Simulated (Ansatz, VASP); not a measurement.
BN: VASP beside Ansatz

Contents of POSCAR:

```
BN
1.0
    0.0000000000      3.4953150000      2.1660900000
    1.2516300000      0.0000000000      2.1660900000
    1.2516300000      3.4953150000      0.0000000000
B N
1 1
Direct
    0.0000500000      0.0000500000      0.9999500000
    0.6666666667      0.6666666667      0.3333333333
```

INCAR.step1

```
SYSTEM = BN
  PREC = Accurate
  ENCUT = 660
  ISMEAR = 0
  SIGMA = 0.01
  LREAL = .False.
  LASPH = .True.
  NELM = 120
  GGA = PE
  ALGO = Normal
  EDIFF = 1E-5
  LWAVE = .True.
  LCHARG = .False.
  GGA_COMPAT = .False.
  IBRION = 2
  ISIF = 3
  EDIFFG = -0.005
  NELMIN = 4
  NSW = 100
```

File INCAR.step2:

```
SYSTEM = BN
  PREC = Accurate
  ENCUT = 660
  EDIFF = 1E-7
  ISMEAR = 0
  SIGMA = 0.01
  LREAL = .False.
  LASPH = .True.
  NELM = 120
  ALGO = Normal
  ISIF = 3
  LWAVE = .False.
  LCHARG = .False.
  METAGGA = R2SCAN
  LMIXTAU = .True.
  IVDW = 13
  VDW_S6 = 1.0
  VDW_S8 = 0.6018749
  VDW_A1 = 0.51559235
  VDW_A2 = 5.77342911
  IBRION = 2
  NSW = 80
  EDIFFG = -0.01
  ISTART = 1
  GGA_COMPAT = .False.
  NELMIN = 4
```

Contents of KPOINTS:

```
Automatic mesh
0
Gamma
  10 10 10
  0 0 0
```

Input for Ansatz:

```yaml
crystal:
  lattice:
    a: 2.50326
    b: 6.99063
    c: 4.33218
    alpha: 90.0
    beta: 90.0
    gamma: 90.0
  space_group: 42
  setting:
    hermann_mauguin: Fmm2
  atoms:
    - { symbol: B, position: [0.5, 0.0, 0.50005] }
    - { symbol: "N", position: [0.5, 0.0, 0.16666666666666666] }
  reduce_to_primitive: true
kpoints:
  mp_grid:
    grid: [10, 10, 10]
hamiltonian:
  xc: r2scan
  dispersion: d4
scf:
  occupations:
    method: fixed
relax:
  cell: {}
```

Alike in both runs: task relaxation of cell and atoms; functional r2SCAN; dispersion D4; k mesh 10 × 10 × 10; no spin polarisation.

|  | VASP | Ansatz |
| --- | --- | --- |
| version | VASP 6.6.1 | Ansatz 0.2.0 |
| potentials or method | VASP PAW PBE potentials, release 64 (B, N) | plane waves, PAW |
| plane-wave cutoff (eV) | 660 | 500 |
| occupations | gaussian, width 0.01 eV | fixed |
| valence electrons in the cell | 8 | 8 |

Ansatz gave:

| Item | Value |
| --- | --- |
| relaxed volume (Å³/atom) | 9.01 |
| relaxed length of the cell vector where the two differ most in proportion (Å) | 3.559 |

Q: Estimate VASP's values.

A: Relaxed volume (Å³/atom): 8.98; relaxed length of the cell vector where the two differ most in proportion (Å): 3.548.

VASP's potentials were made for PBE, not for r2SCAN.
